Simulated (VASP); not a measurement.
Wanted: the native input for a VASP 6.6.1 run.

| Quantity | Value |
| --- | --- |
| Task | single point |
| Functional | PBEsol |
| Potentials or basis | VASP PAW PBE potentials, release 64 (In_d, Sb) |
| Cutoff | 520 eV |
| k mesh | 10 × 10 × 10 |
| Occupations | gaussian, width 0.15 eV |
| Spin | no spin polarisation |
| Dipole correction | no |
| Further INCAR settings | ALGO = Normal; EDIFF = 1e-06; NBANDS = 22 |

The structure of InSb3 lies in POSCAR:

```
InSb3
1.0
    4.8513582478      0.0000000000      0.0000000000
    0.0000000000      4.8513582478      0.0000000000
    0.0000000000      0.0000000000      4.8513582478
In Sb
1 3
Direct
    0.0000000000      0.0000000000      0.0000000000
    0.5000000000      0.0000000000      0.5000000000
    0.0000000000      0.5000000000      0.5000000000
    0.5000000000      0.5000000000      0.0000000000
```

These files were run (other wordings do the same):

INCAR

```
PREC     = Accurate       # precision mode
ENCUT    = 520            # plane-wave cutoff, eV
EDIFF    = 1E-6           # SCF threshold, eV
ISMEAR   = 0              # smearing method
SIGMA    = 0.15           # smearing width, eV
LREAL    = False          # projectors in reciprocal space
LASPH    = True           # aspherical terms in the spheres
NELM     = 100            # most SCF steps
ALGO     = Normal         # electronic algorithm
ISIF     = 2              # what is computed and relaxed
LWAVE    = False          # write WAVECAR
LCHARG   = False          # write CHGCAR
GGA      = PS             # functional
NBANDS   = 22             # bands
```

KPOINTS

```
regular mesh
0
Gamma
  10 10 10
```

Potentials or basis: VASP PAW PBE potentials, release 64 (In_d, Sb).

Launch:

```bash
$ cat potpaw_PBE.64/In_d/POTCAR potpaw_PBE.64/Sb/POTCAR > POTCAR
$ mpirun -np 1 vasp_std > vasp.out
```

Results of the run:

- Pressure: -3.9 GPa
- Band gap on the k mesh: zero (bands 14 and 15 overlap by 4.42 eV)

Caveat: the cell stands under tension; the PAW data sets were made with another functional, which shifts forces and pressure a little; spin-orbit coupling is left out, which moves the levels of the heavy elements.

Wall time 86 s on 1 thread of Intel Xeon 8259CL, on a shared host, peak memory 0.29 GiB.
